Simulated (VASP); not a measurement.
A run of VASP 6.6.1 is set up as follows.

Contents of INCAR:

```
SYSTEM = NiO
ALGO     = Normal         ! electronic algorithm
EDIFF    = 1E-7           ! SCF threshold, eV
EDIFFG   = -0.005         ! ionic threshold
ENCUT    = 600            ! plane-wave cutoff, eV
GGA      = PE             ! functional
IBRION   = 2              ! ionic algorithm
ISIF     = 3              ! what is computed and relaxed
ISMEAR   = 0              ! smearing method
ISPIN    = 2              ! spin polarisation
LASPH    = .TRUE.         ! aspherical terms in the spheres
LCHARG   = .FALSE.        ! write CHGCAR
LDAU     = .TRUE.         ! DFT+U
LDAUJ    = 0 0          
LDAUL    = 2 -1           ! shell
LDAUPRINT= 1            
LDAUTYPE = 2            
LDAUU    = 6.2 0          ! U, eV
LMAXMIX  = 4              ! l up to which the mixer works
LORBIT   = 11             ! projections on sites
LREAL    = .FALSE.        ! projectors in reciprocal space
LWAVE    = .FALSE.        ! write WAVECAR
MAGMOM   = 1.91 0.21      ! initial moments
NELM     = 150            ! most SCF steps
NSW      = 100            ! ionic steps
PREC     = Accurate       ! precision mode
SIGMA    = 0.02           ! smearing width, eV
```

KPOINTS

```
k-points
0
G
  12 12 12
  0 0 0
```

POSCAR

```
NiO
1.0
    0.0000000000      2.1337376393      2.1337376393
    2.1337376393      0.0000000000      2.1337376393
    2.1337376393      2.1337376393      0.0000000000
Ni O
1 1
Direct
    0.0000000000      0.0000000000      0.0000000000
    0.5000000000      0.5000000000      0.5000000000
```

Potentials or basis: VASP PAW PBE potentials, release 64 (Ni, O).

Launch:

```bash
$ cat potpaw_PBE.64/Ni/POTCAR potpaw_PBE.64/O/POTCAR > POTCAR
$ mpirun -np 1 vasp_std > vasp.out
```

(1) Predict the site moments.

(2) Estimate the relaxed volume.

(3) Estimate the space group after relaxing (to 0.05 Å).

## Answers

(1) Ni +1.82; O +0.17 μB.

(2) 9.23 Å³/atom.

(3) Fm-3m (No. 225).

Caveat: a cell with one magnetic atom can't hold antiferromagnetic order, which such compounds often take.
